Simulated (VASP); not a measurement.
# Al2Cu (P4/mmm) in VASP: further runs

The runs below take Al2Cu through single point, with PBE.

Program: VASP 6.6.1. These are calculated values, not measurements. Logs are shortened: lines on timing, memory, paths and dates and some standing lists are left out, and cuts for length are marked.

## (1) The cell of the first run

Symmetry: P4/mmm, No. 123, tetragonal system. Conventional cell: a = 4.314 Å, b = 4.314 Å, c = 2.654 Å, α = 90.00°, β = 90.00°, γ = 90.00°. Al (site symmetry mmm) has 4 Cu at 2.53 Å and 6 Al at 2.65 to 3.05 Å within 3.3 Å. Within 3.3 Å of Cu (site symmetry 4/mmm) lie 8 Al at 2.53 Å and 2 Cu at 2.65 Å.

## (2) Single point, PBE

INCAR reads:

```
PREC = Accurate
ENCUT = 520
EDIFF = 1E-6
ISMEAR = 0
SIGMA = 0.15
LREAL = F
LASPH = T
NELM = 100
ALGO = Normal
ISIF = 2
LWAVE = F
LCHARG = T
GGA = PE
LELF = T
LVHAR = T
NBANDS = 16
```

KPOINTS reads:

```
Automatic mesh
0
Gamma
  10 10 14
```

POSCAR reads:

```
Al2Cu
1.0
    4.3135000000      0.0000000000      0.0000000000
    0.0000000000      4.3135000000      0.0000000000
    0.0000000000      0.0000000000      2.6540000000
Al Cu
2 1
Direct
    0.5000000000      0.0000000000      0.5000000000
    0.0000000000      0.5000000000      0.5000000000
    0.0000000000      0.0000000000      0.0000000000
```

Potentials or basis: VASP PAW PBE potentials, release 64 (Al, Cu).

Started as:

```
$ cat potpaw_PBE.64/Al/POTCAR potpaw_PBE.64/Cu/POTCAR > POTCAR
$ mpirun -np 1 vasp_std > vasp.out
```

OUTCAR:

```text
PREC = Accurate
   ENCUT = 520
   EDIFF = 1E-6
   ISMEAR = 0
   LREAL = F
   LASPH = T
   NELM = 100
   ISIF = 2
   GGA = PE

 ion  position               nearest neighbor table
   1  0.500  0.000  0.500-   3 2.53   3 2.53   3 2.53   3 2.53   2 3.05   2 3.05   2 3.05   2 3.05

   2  0.000  0.500  0.500-   3 2.53   3 2.53   3 2.53   3 2.53   1 3.05   1 3.05   1 3.05   1 3.05

   3  0.000  0.000  0.000-   1 2.53   2 2.53   1 2.53   2 2.53   2 2.53   2 2.53   1 2.53   1 2.53

  LATTYP: Found a simple tetragonal cell.
 ALAT       =     4.3135000000
 C/A-ratio  =     0.6152776168

  Lattice vectors:

 A1 = (   4.3135000000,   0.0000000000,   0.0000000000)
 A2 = (   0.0000000000,   4.3135000000,   0.0000000000)
 A3 = (   0.0000000000,   0.0000000000,   2.6540000000)

Analysis of symmetry for initial positions (statically):
=====================================================================
 Subroutine PRICEL returns:
 Original cell was already a primitive cell.

 Routine SETGRP: Setting up the symmetry group for a
 simple tetragonal supercell.

 Subroutine GETGRP returns: Found 16 space group operations
 (whereof 16 operations were pure point group operations)
 out of a pool of 16 trial point group operations.

The static configuration has the point symmetry D_4h.

Analysis of symmetry for dynamics (positions and initial velocities):
=====================================================================
 Subroutine PRICEL returns:
 Original cell was already a primitive cell.

 Routine SETGRP: Setting up the symmetry group for a
 simple tetragonal supercell.

 Subroutine GETGRP returns: Found 16 space group operations
 (whereof 16 operations were pure point group operations)
 out of a pool of 16 trial point group operations.

The dynamic configuration has the point symmetry D_4h.

 Subroutine INISYM returns: Found 16 space group operations
 (whereof 16 operations are pure point group operations),
 and found     1 'primitive' translations

----------------------------------------------------------------------------------------

                                     Primitive cell

  volume of cell :      49.3811

  direct lattice vectors                    reciprocal lattice vectors
     4.313500000  0.000000000  0.000000000     0.231830300  0.000000000  0.000000000
     0.000000000  4.313500000  0.000000000     0.000000000  0.231830300  0.000000000
     0.000000000  0.000000000  2.654000000     0.000000000  0.000000000  0.376789751

  length of vectors
     4.313500000  4.313500000  2.654000000     0.231830300  0.231830300  0.376789751

  position of ions in fractional coordinates (direct lattice)
     0.500000000  0.000000000  0.500000000
     0.000000000  0.500000000  0.500000000
     0.000000000  0.000000000  0.000000000

  ion indices of the primitive-cell ions
   primitive index   ion index
                 1           1
                 2           2
                 3           3

----------------------------------------------------------------------------------------

 KPOINTS: Automatic mesh

Automatic generation of k-mesh.
 Grid dimensions read from file:
 generate k-points for:   10   10   14

 Generating k-lattice:

  Cartesian coordinates                     Fractional coordinates (reciprocal lattice)
     0.023183030  0.000000000  0.000000000     0.100000000  0.000000000  0.000000000
     0.000000000  0.023183030  0.000000000     0.000000000  0.100000000  0.000000000
     0.000000000  0.000000000  0.026913554     0.000000000  0.000000000  0.071428571

  Length of vectors
     0.023183030  0.023183030  0.026913554

  Shift w.r.t. Gamma in fractional coordinates (k-lattice)
     0.000000000  0.000000000  0.000000000

 Subroutine IBZKPT returns following result:
 ===========================================

 Found    168 irreducible k-points:

 Following reciprocal coordinates:
            Coordinates               Weight
  0.000000  0.000000  0.000000      1.000000
  0.100000  0.000000  0.000000      4.000000
  0.200000  0.000000  0.000000      4.000000
  0.300000  0.000000  0.000000      4.000000
  0.400000  0.000000  0.000000      4.000000
  0.500000  0.000000  0.000000      2.000000
[... 16 lines left out ...]
  0.100000  0.000000  0.071429      8.000000
  0.200000  0.000000  0.071429      8.000000
 [... further k-points ...]
   k-points           NKPTS =    168   k-points in BZ     NKDIM =    168   number of bands    NBANDS=     16
   number of dos      NEDOS =    301   number of ions     NIONS =      3
   total plane-waves  NPLWV =  20480
   dimension x,y,z NGX =    32 NGY =   32 NGZ =   20
   dimension x,y,z NGXF=    64 NGYF=   64 NGZF=   40
   ions per type =               2   1
   NGX,Y,Z   is equivalent  to a cutoff of  12.33, 12.33, 12.53 a.u.
   NGXF,Y,Z  is equivalent  to a cutoff of  24.67, 24.67, 25.06 a.u.
 SYSTEM =  unknown system
   PREC   = accura    normal or accurate (medium, high low for compatibility)
   ISTART =      0    job   : 0-new  1-cont  2-samecut
   ICHARG =      2    charge: 1-file 2-atom 10-const
   ISPIN  =      1    spin polarized calculation?
   LNONCOLLINEAR =      F non collinear calculations
   LSORBIT =      F    spin-orbit coupling
   LASPH  =      T    aspherical Exc in radial PAW
   ENCUT  =  520.0 eV  38.22 Ry    6.18 a.u.   8.02  8.02  4.93*2*pi/ulx,y,z
   NELM   =    100;   NELMIN=  2; NELMDL= -5     # of ELM steps
   EDIFF  = 0.1E-05   stopping-criterion for ELM
   LREAL  =      F    real-space projection
   EDIFFG = 0.1E-04   stopping-criterion for IOM
   NSW    =      0    number of steps for IOM
   IBRION =     -1    ionic relax: 0-MD 1-quasi-New 2-CG
   NFREE  =      0    steps in history (QN), initial steepest desc. (CG)
   ISIF   =      2    stress and relaxation
   ISYM   =      2    0-nonsym 1-usesym 2-fastsym
   POTIM  = 0.5000    time-step for ionic-motion
   TEBEG  =    0.0;   TEEND  =   0.0 temperature during run
   PSTRESS=    0.0 pullay stress
   NELECT =      17.0000    total number of electrons
   NUPDOWN=      -1.0000    fix difference up-down
   EMIN   =  10.00;   EMAX   =-10.00  energy-range for DOS
   EFERMI =   0.00;   METHOD = LEGACY
   ISMEAR =     0;   SIGMA  =   0.15  broadening in eV -4-tet -1-fermi 0-gaus
   EFERMI_NEDOS =   21; number of points for ismear=-14 and -15
   IALGO  =     38    algorithm
   IMIX   =      4    mixing-type and parameters
     AMIX     =   0.40;   BMIX     =  1.00
     AMIX_MAG =   1.60;   BMIX_MAG =  1.00
  volume/ion in A,a.u.               =      16.46       111.08
  Fermi-wavevector in a.u.,A,eV,Ry     =   1.147372  2.168219 17.911564  1.316463
  Thomas-Fermi vector in A             =   2.284052
   LORBIT       =      0    0 simple, 1 ext, 2 COOP (PROOUT), +10 PAW based schemes
   GGA     = PE    functional components
   LHFCALC =     F    Hartree Fock is set to
   AEXX    =    0.0000 exact exchange contribution
   IVDW    =     0    specifies the selected vdW correction
   LEPSILON=     F    determine dielectric tensor
   LRPA    =     F    only Hartree local field effects (RPA)
 non-spin polarized calculation
 Gauss-broadening in eV      SIGMA  =   0.15
  energy-cutoff  :      520.00
  volume of cell :       49.38
 maximum number of plane-waves:      1372
   NGX = 17   NGY = 17   NGZ =  9

 number of electron      17.0000006 magnetization

 Free energy of the ion-electron system (eV)
  ---------------------------------------------------
  ext. energy  EPLUGINS =         0.00000000
  ---------------------------------------------------
  free energy    TOTEN  =       -11.18383704 eV

  energy without entropy =      -11.17051757  energy(sigma->0) =      -11.17717730

 E-fermi :   7.0338     XC(G=0): -10.3158

 val. band max:        7.0160351238   @ k =   0.3000   0.2000   0.1429
 cond. band min:       7.0543504780   @ k =   0.3000   0.1000   0.3571
 fundamental gap:      0.0383153542
 Fermi energy:         7.0338222160

 k-point     1 :       0.0000    0.0000    0.0000
  band No.  band energies     occupation
      1      -3.4729      2.00000
      2       1.2803      2.00000
      3       2.0049      2.00000
      4       2.7387      2.00000
      5       3.2357      2.00000
      6       3.2357      2.00000
[... 8 lines left out ...]
     15      16.3336      0.00000
     16      20.3519      0.00000

 k-point     2 :       0.1000    0.0000    0.0000
  band No.  band energies     occupation
      1      -3.3975      2.00000
      2       1.2113      2.00000
      3       1.9818      2.00000
      4       2.7107      2.00000
      5       3.2350      2.00000
      6       3.2359      2.00000
[... 8 lines left out ...]
     15      16.4047      0.00000
     16      20.4647      0.00000

 k-point     3 :       0.2000    0.0000    0.0000
  band No.  band energies     occupation
      1      -3.1748      2.00000
      2       0.9045      2.00000
      3       1.9276      2.00000
      4       2.6473      2.00000
      5       2.9707      2.00000
      6       3.2329      2.00000
[... 8 lines left out ...]
     15      16.6131      0.00000
     16      20.6575      0.00000

 k-point     4 :       0.3000    0.0000    0.0000
  band No.  band energies     occupation
      1      -2.8192      2.00000
      2       0.2766      2.00000
      3       1.8970      2.00000
      4       2.5828      2.00000
      5       2.6689      2.00000
      6       3.2304      2.00000
[... 8 lines left out ...]
     15      17.3800      0.00000
     16      19.4857      0.00000
[... 324 lines left out ...]
 k-point    22 :       0.0000    0.0000    0.0714
  band No.  band energies     occupation
      1      -3.3628      2.00000
      2       1.3311      2.00000
      3       2.0610      2.00000
      4       2.7523      2.00000
      5       3.0677      2.00000
      6       3.0677      2.00000
[... 8 lines left out ...]
     15      16.1562      0.00000
     16      20.0014      0.00000

 k-point    23 :       0.1000    0.0000    0.0714
  band No.  band energies     occupation
      1      -3.2876      2.00000
      2       1.2645      2.00000
      3       2.0390      2.00000
      4       2.7241      2.00000
      5       3.0316      2.00000
      6       3.0778      2.00000
[... 8 lines left out ...]
     15      16.4397      0.00000
     16      19.6499      0.00000

 k-point    24 :       0.2000    0.0000    0.0714
  band No.  band energies     occupation
      1      -3.0652      2.00000
      2       0.9690      2.00000
      3       1.9850      2.00000
      4       2.6625      2.00000
      5       2.8597      2.00000
      6       3.0960      2.00000
[... 8 lines left out ...]
     15      17.2169      0.00000
     16      18.8957      0.00000

 [... further k-points ...]

------------------------ aborting loop because EDIFF is reached ----------------------------------------

  FORCE on cell =-STRESS in cart. coord.  units (eV):
  Direction    XX          YY          ZZ          XY          YZ          ZX
  --------------------------------------------------------------------------------------
  -------------------------------------------------------------------------------------
  Total       -0.6074253     -0.6074253      2.5296714      0.0000000      0.0000000      0.0000000
  in kB      -19.7080170    -19.7080170     82.0756206      0.0000000      0.0000000      0.0000000
  external PRESSURE =      14.2198622 kB  Pullay stress =       0.0000000 kB

 VOLUME and BASIS-vectors are now :
 -----------------------------------------------------------------------------
  energy-cutoff  :      520.00
  volume of cell :       49.38
      direct lattice vectors                 reciprocal lattice vectors
     4.313500000  0.000000000  0.000000000     0.231830300  0.000000000  0.000000000
     0.000000000  4.313500000  0.000000000     0.000000000  0.231830300  0.000000000
     0.000000000  0.000000000  2.654000000     0.000000000  0.000000000  0.376789751

 POSITION                                       TOTAL-FORCE (eV/Angst)
 -----------------------------------------------------------------------------------
      2.15675      0.00000      1.32700         0.000000      0.000000      0.000000
      0.00000      2.15675      1.32700         0.000000      0.000000      0.000000
      0.00000      0.00000      0.00000         0.000000      0.000000      0.000000
 -----------------------------------------------------------------------------------
    total drift:                                0.000000     -0.000000      0.000000

  FREE ENERGIE OF THE ION-ELECTRON SYSTEM (eV)
  ---------------------------------------------------
  free  energy   TOTEN  =       -11.1838370407 eV

  energy  without entropy=      -11.1705175657  energy(sigma->0) =      -11.17717730
```

Wall time 37 s (1 thread of Intel Xeon 6975P-C (Granite Rapids), shared host); peak memory 0.25 GiB.

Results:

```
Free energy            : -11.1838 eV
Pressure               : 1.4 GPa
Band gap on the k mesh : zero (an odd number of electrons rules out a gap without spin polarisation)
```

Stress tensor (GPa, compression positive):
```
-1.97  0.00  0.00
 0.00 -1.97  0.00
 0.00  0.00  8.21
```

## (3) Single point, PBE

This run uses another cell than the first one, of 16.65 Å³/atom.

INCAR reads:

```
  PREC = Accurate
  ENCUT = 520
  EDIFF = 1E-6
  ISMEAR = 0
  SIGMA = 0.15
  LREAL = False
  LASPH = True
  NELM = 80
  ALGO = Normal
  ISIF = 2
  LWAVE = False
  LCHARG = False
  GGA = PE
  NBANDS = 16
```

KPOINTS is that of step 2.

POSCAR reads:

```
Al2Cu
1.0
    4.2173000000      0.0000000000      0.0000000000
    0.0000000000      4.2173000000      0.0000000000
    0.0000000000      0.0000000000      2.8078000000
Al Cu
2 1
Direct
    0.5000000000      0.0000000000      0.5000000000
    0.0000000000      0.5000000000      0.5000000000
    0.0000000000      0.0000000000      0.0000000000
```

Potentials or basis: VASP PAW PBE potentials, release 64 (Al, Cu).

Started as:

```
$ cat potpaw_PBE.64/Al/POTCAR potpaw_PBE.64/Cu/POTCAR > POTCAR
$ mpirun -np 1 vasp_std > vasp.out
```

Wall time 43 s (1 thread of Intel Xeon 6975P-C (Granite Rapids), shared host); peak memory 0.25 GiB.

It converged, with:

```
Free energy            : -11.2823 eV
Pressure               : -1.1 GPa
Band gap on the k mesh : zero (an odd number of electrons rules out a gap without spin polarisation)
```

Stress tensor (GPa, compression positive):
```
-2.03  0.00  0.00
 0.00 -2.03  0.00
 0.00  0.00  0.73
```

Levels at points of the mesh, in eV from the Fermi level:
```tsv
k point	band 7	band 8	band 9	band 10	band 11	band 12
(0.00, 0.00, 0.00)	-2.60	-2.60	-0.64	0.67	5.40	5.40
(0.50, 0.00, 0.00)	-3.91	-1.38	1.25	1.30	1.34	7.78
(0.50, 0.50, 0.00)	-3.93	-3.93	-2.44	8.22	8.22	8.85
(0.00, 0.00, 0.50)	-2.79	2.00	2.61	2.61	2.68	2.68
(0.50, 0.00, 0.50)	-2.98	-2.24	-1.49	3.70	3.82	4.36
(0.50, 0.50, 0.50)	-2.31	-2.31	-0.58	-0.52	-0.01	-0.01
```

(Continued in part 2 of 2.)
